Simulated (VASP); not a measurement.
# Pd (Fd-3m) in VASP: single point with PBEsol

Aim: the single point of Pd with PBEsol.

All numbers are computed with VASP 6.6.1; they aren't measurements. Logs are shortened: lines on timing, memory, paths and dates and some standing lists are left out, and cuts for length are marked.

## (1) The cell of the first run

It takes space group Fd-3m (No. 227, cubic). Conventional cell: a = 5.451 Å, b = 5.451 Å, c = 5.451 Å, α = 90.00°, β = 90.00°, γ = 90.00°. Pd (site symmetry -43m) has 4 Pd at 2.36 Å within 3.1 Å.

This isn't the form of Pd at room conditions, which is fcc.

## (2) Single point, PBEsol (20.25 Å³/atom)

Input file INCAR:

```
SYSTEM = Pd
ALGO     = Normal         ! electronic algorithm
EDIFF    = 1E-6           ! SCF threshold, eV
ENCUT    = 630            ! plane-wave cutoff, eV
GGA      = PS             ! functional
GGA_COMPAT= .False.      
ISIF     = 2              ! what is computed and relaxed
ISMEAR   = -1             ! smearing method
LASPH    = .True.         ! aspherical terms in the spheres
LCHARG   = .False.        ! write CHGCAR
LREAL    = .False.        ! projectors in reciprocal space
LWAVE    = .False.        ! write WAVECAR
NBANDS   = 25             ! bands
NELM     = 120            ! most SCF steps
PREC     = Accurate       ! precision mode
SIGMA    = 0.1            ! smearing width, eV
```

Input file KPOINTS:

```
k-points
0
Gamma
  11 11 11
  0 0 0
```

Input file POSCAR:

```
Pd
1.0
    0.0000000000      2.7256136203      2.7256136203
    2.7256136203      0.0000000000      2.7256136203
    2.7256136203      2.7256136203      0.0000000000
Pd
2
Direct
    0.1250000000      0.1250000000      0.1250000000
    0.8750000000      0.8750000000      0.8750000000
```

Potentials or basis: VASP PAW PBE potentials, release 64 (Pd_sv_GW).

On the command line:

```sh
$ cat potpaw_PBE.64/Pd_sv_GW/POTCAR > POTCAR
$ mpirun -np 1 vasp_std > vasp.out
```

OUTCAR:

```text
SYSTEM = Pd
   EDIFF = 1E-6
   ENCUT = 630
   GGA = PS
   ISIF = 2
   ISMEAR = -1
   LASPH = .True.
   LREAL = .False.
   NELM = 120
   PREC = Accurate

 ion  position               nearest neighbor table
   1  0.125  0.125  0.125-   2 2.36   2 2.36   2 2.36   2 2.36
   2  0.875  0.875  0.875-   1 2.36   1 2.36   1 2.36   1 2.36

  LATTYP: Found a face centered cubic cell.
 ALAT       =     5.4512272406

  Lattice vectors:

 A1 = (   0.0000000000,   2.7256136203,   2.7256136203)
 A2 = (   2.7256136203,   0.0000000000,   2.7256136203)
 A3 = (   2.7256136203,   2.7256136203,   0.0000000000)

Analysis of symmetry for initial positions (statically):
=====================================================================
 Subroutine PRICEL returns:
 Original cell was already a primitive cell.

 Routine SETGRP: Setting up the symmetry group for a
 face centered cubic supercell.

 Subroutine GETGRP returns: Found 48 space group operations
 (whereof 12 operations were pure point group operations)
 out of a pool of 48 trial point group operations.

The static configuration has the point symmetry D_3d.
 The point group associated with its full space group is O_h .

Analysis of symmetry for dynamics (positions and initial velocities):
=====================================================================
 Subroutine PRICEL returns:
 Original cell was already a primitive cell.

 Routine SETGRP: Setting up the symmetry group for a
 face centered cubic supercell.

 Subroutine GETGRP returns: Found 48 space group operations
 (whereof 12 operations were pure point group operations)
 out of a pool of 48 trial point group operations.

The dynamic configuration has the point symmetry D_3d.
 The point group associated with its full space group is O_h .

 Subroutine INISYM returns: Found 48 space group operations
 (whereof 12 operations are pure point group operations),
 and found     1 'primitive' translations

----------------------------------------------------------------------------------------

                                     Primitive cell

  volume of cell :      40.4970

  direct lattice vectors                    reciprocal lattice vectors
     0.000000000  2.725613620  2.725613620    -0.183444930  0.183444930  0.183444930
     2.725613620  0.000000000  2.725613620     0.183444930 -0.183444930  0.183444930
     2.725613620  2.725613620  0.000000000     0.183444930  0.183444930 -0.183444930

  length of vectors
     3.854599748  3.854599748  3.854599748     0.317735939  0.317735939  0.317735939

  position of ions in fractional coordinates (direct lattice)
     0.125000000  0.125000000  0.125000000
     0.875000000  0.875000000  0.875000000

  ion indices of the primitive-cell ions
   primitive index   ion index
                 1           1
                 2           2

----------------------------------------------------------------------------------------

 KPOINTS: k-points

Automatic generation of k-mesh.
 Grid dimensions read from file:
 generate k-points for:   11   11   11

 Generating k-lattice:

  Cartesian coordinates                     Fractional coordinates (reciprocal lattice)
    -0.016676812  0.016676812  0.016676812     0.090909091  0.000000000  0.000000000
     0.016676812 -0.016676812  0.016676812     0.000000000  0.090909091  0.000000000
     0.016676812  0.016676812 -0.016676812     0.000000000  0.000000000  0.090909091

  Length of vectors
     0.028885085  0.028885085  0.028885085

  Shift w.r.t. Gamma in fractional coordinates (k-lattice)
     0.000000000  0.000000000  0.000000000

 Subroutine IBZKPT returns following result:
 ===========================================

 Found     56 irreducible k-points:

 Following reciprocal coordinates:
            Coordinates               Weight
  0.000000  0.000000  0.000000      1.000000
  0.090909  0.000000  0.000000      8.000000
  0.181818  0.000000  0.000000      8.000000
  0.272727  0.000000  0.000000      8.000000
  0.363636  0.000000  0.000000      8.000000
  0.454545  0.000000  0.000000      8.000000
[... 16 lines left out ...]
 -0.272727  0.181818  0.000000     24.000000
 -0.181818  0.181818  0.000000     12.000000
 [... further k-points ...]
   k-points           NKPTS =     56   k-points in BZ     NKDIM =     56   number of bands    NBANDS=     25
   number of dos      NEDOS =    301   number of ions     NIONS =      2
   total plane-waves  NPLWV =  32768
   dimension x,y,z NGX =    32 NGY =   32 NGZ =   32
   dimension x,y,z NGXF=    64 NGYF=   64 NGZF=   64
   ions per type =               2
   NGX,Y,Z   is equivalent  to a cutoff of  13.80, 13.80, 13.80 a.u.
   NGXF,Y,Z  is equivalent  to a cutoff of  27.60, 27.60, 27.60 a.u.
 SYSTEM =  Pd
   PREC   = accura    normal or accurate (medium, high low for compatibility)
   ISTART =      0    job   : 0-new  1-cont  2-samecut
   ICHARG =      2    charge: 1-file 2-atom 10-const
   ISPIN  =      1    spin polarized calculation?
   LNONCOLLINEAR =      F non collinear calculations
   LSORBIT =      F    spin-orbit coupling
   LASPH  =      T    aspherical Exc in radial PAW
   ENCUT  =  630.0 eV  46.30 Ry    6.80 a.u.   7.89  7.89  7.89*2*pi/ulx,y,z
   NELM   =    120;   NELMIN=  2; NELMDL= -5     # of ELM steps
   EDIFF  = 0.1E-05   stopping-criterion for ELM
   LREAL  =      F    real-space projection
   EDIFFG = 0.1E-04   stopping-criterion for IOM
   NSW    =      0    number of steps for IOM
   IBRION =     -1    ionic relax: 0-MD 1-quasi-New 2-CG
   NFREE  =      0    steps in history (QN), initial steepest desc. (CG)
   ISIF   =      2    stress and relaxation
   ISYM   =      2    0-nonsym 1-usesym 2-fastsym
   POTIM  = 0.5000    time-step for ionic-motion
   TEBEG  =    0.0;   TEEND  =   0.0 temperature during run
   PSTRESS=    0.0 pullay stress
   NELECT =      36.0000    total number of electrons
   NUPDOWN=      -1.0000    fix difference up-down
   EMIN   =  10.00;   EMAX   =-10.00  energy-range for DOS
   EFERMI =   0.00;   METHOD = LEGACY
   ISMEAR =    -1;   SIGMA  =   0.10  broadening in eV -4-tet -1-fermi 0-gaus
   EFERMI_NEDOS =   21; number of points for ismear=-14 and -15
   IALGO  =     38    algorithm
   IMIX   =      4    mixing-type and parameters
     AMIX     =   0.40;   BMIX     =  1.00
     AMIX_MAG =   1.60;   BMIX_MAG =  1.00
  volume/ion in A,a.u.               =      20.25       136.64
  Fermi-wavevector in a.u.,A,eV,Ry     =   1.574109  2.974634 33.712762  2.477818
  Thomas-Fermi vector in A             =   2.675292
   LORBIT       =      0    0 simple, 1 ext, 2 COOP (PROOUT), +10 PAW based schemes
   GGA     = PS    functional components
   LHFCALC =     F    Hartree Fock is set to
   AEXX    =    0.0000 exact exchange contribution
   IVDW    =     0    specifies the selected vdW correction
   LEPSILON=     F    determine dielectric tensor
   LRPA    =     F    only Hartree local field effects (RPA)
 non-spin polarized calculation
  energy-cutoff  :      630.00
  volume of cell :       40.50
 maximum number of plane-waves:      1469
   NGX = 15   NGY = 15   NGZ = 15

 number of electron      35.9999985 magnetization

 Free energy of the ion-electron system (eV)
  ---------------------------------------------------
  ext. energy  EPLUGINS =         0.00000000
  ---------------------------------------------------
  free energy    TOTEN  =        -6.17657204 eV

  energy without entropy =       -6.01804329  energy(sigma->0) =       -6.09730767

 E-fermi :   4.9346     XC(G=0): -11.4313

 val. band max:        4.9153470329   @ k =  -0.3636   0.2727   0.0000
 cond. band min:       4.9358943890   @ k =  -0.2727   0.3636   0.0909
 fundamental gap:      0.0205473561
 Fermi energy:         4.9345707579

 k-point     1 :       0.0000    0.0000    0.0000
  band No.  band energies     occupation
      1     -79.6023      2.00000
      2     -79.3505      2.00000
      3     -45.5123      2.00000
      4     -45.5123      2.00000
      5     -45.5123      2.00000
      6     -44.9922      2.00000
[... 17 lines left out ...]
     24      18.1397      0.00000
     25      18.3569      0.00000

 k-point     2 :       0.0909    0.0000    0.0000
  band No.  band energies     occupation
      1     -79.5985      2.00000
      2     -79.3543      2.00000
      3     -45.5168      2.00000
      4     -45.5168      2.00000
      5     -45.5105      2.00000
      6     -44.9942      2.00000
[... 17 lines left out ...]
     24      18.6248      0.00000
     25      19.1168      0.00000

 k-point     3 :       0.1818    0.0000    0.0000
  band No.  band energies     occupation
      1     -79.5877      2.00000
      2     -79.3653      2.00000
      3     -45.5285      2.00000
      4     -45.5285      2.00000
      5     -45.5059      2.00000
      6     -44.9997      2.00000
[... 17 lines left out ...]
     24      19.2691      0.00000
     25      19.3181      0.00000

 k-point     4 :       0.2727    0.0000    0.0000
  band No.  band energies     occupation
      1     -79.5717      2.00000
      2     -79.3815      2.00000
      3     -45.5432      2.00000
      4     -45.5432      2.00000
      5     -45.4998      2.00000
      6     -45.0071      2.00000
[... 17 lines left out ...]
     24      18.9776      0.00000
     25      18.9777      0.00000
[... 477 lines left out ...]
 k-point    22 :      -0.3636    0.1818    0.0000
  band No.  band energies     occupation
      1     -79.5324      2.00000
      2     -79.4212      2.00000
      3     -45.6046      2.00000
      4     -45.5707      2.00000
      5     -45.4244      2.00000
      6     -45.0828      2.00000
[... 17 lines left out ...]
     24      19.9548      0.00000
     25      19.9675      0.00000

 k-point    23 :      -0.2727    0.1818    0.0000
  band No.  band energies     occupation
      1     -79.5483      2.00000
      2     -79.4052      2.00000
      3     -45.5942      2.00000
      4     -45.5573      2.00000
      5     -45.4441      2.00000
      6     -45.0627      2.00000
[... 17 lines left out ...]
     24      19.6317      0.00000
     25      19.6602      0.00000

 k-point    24 :      -0.1818    0.1818    0.0000
  band No.  band energies     occupation
      1     -79.5657      2.00000
      2     -79.3876      2.00000
      3     -45.5747      2.00000
      4     -45.5427      2.00000
      5     -45.4685      2.00000
      6     -45.0378      2.00000
[... 17 lines left out ...]
     24      19.1449      0.00000
     25      19.4284      0.00000

 [... further k-points ...]
[... 5 lines left out ...]
  --------------------------------------------------------------------------------------
  -------------------------------------------------------------------------------------
  Total        3.7401730      3.7401730      3.7401730      0.0000000      0.0000000     -0.0000000
  in kB      147.9719509    147.9719509    147.9719509      0.0000000      0.0000000     -0.0000000
  external PRESSURE =     147.9719509 kB  Pullay stress =       0.0000000 kB

 VOLUME and BASIS-vectors are now :
 -----------------------------------------------------------------------------
  energy-cutoff  :      630.00
  volume of cell :       40.50
      direct lattice vectors                 reciprocal lattice vectors
     0.000000000  2.725613620  2.725613620    -0.183444930  0.183444930  0.183444930
     2.725613620  0.000000000  2.725613620     0.183444930 -0.183444930  0.183444930
     2.725613620  2.725613620  0.000000000     0.183444930  0.183444930 -0.183444930

 POSITION                                       TOTAL-FORCE (eV/Angst)
 -----------------------------------------------------------------------------------
      0.68140      0.68140      0.68140        -0.000000     -0.000000     -0.000000
      4.76982      4.76982      4.76982         0.000000      0.000000      0.000000
 -----------------------------------------------------------------------------------
    total drift:                                0.000000      0.000000     -0.000000

  FREE ENERGIE OF THE ION-ELECTRON SYSTEM (eV)
  ---------------------------------------------------
  free  energy   TOTEN  =        -6.1765720436 eV

  energy  without entropy=       -6.0180432926  energy(sigma->0) =       -6.09730767
```

Wall time 53 s (1 thread of Intel Xeon Platinum 8259CL at 2.50GHz (Skylake/Cascade Lake), shared host); peak memory 0.22 GiB.

Results:

```yaml
Free_energy: -6.1766 eV
Pressure: 14.8 GPa
Band_gap_on_the_k_mesh: zero (bands 18 and 19 overlap by 0.53 eV)
```

Caveat: the cell stands under pressure; the PAW data sets were made with another functional, which shifts forces and pressure a little.

The gap in the log of VASP goes by the Fermi energy; the results here count the filled bands.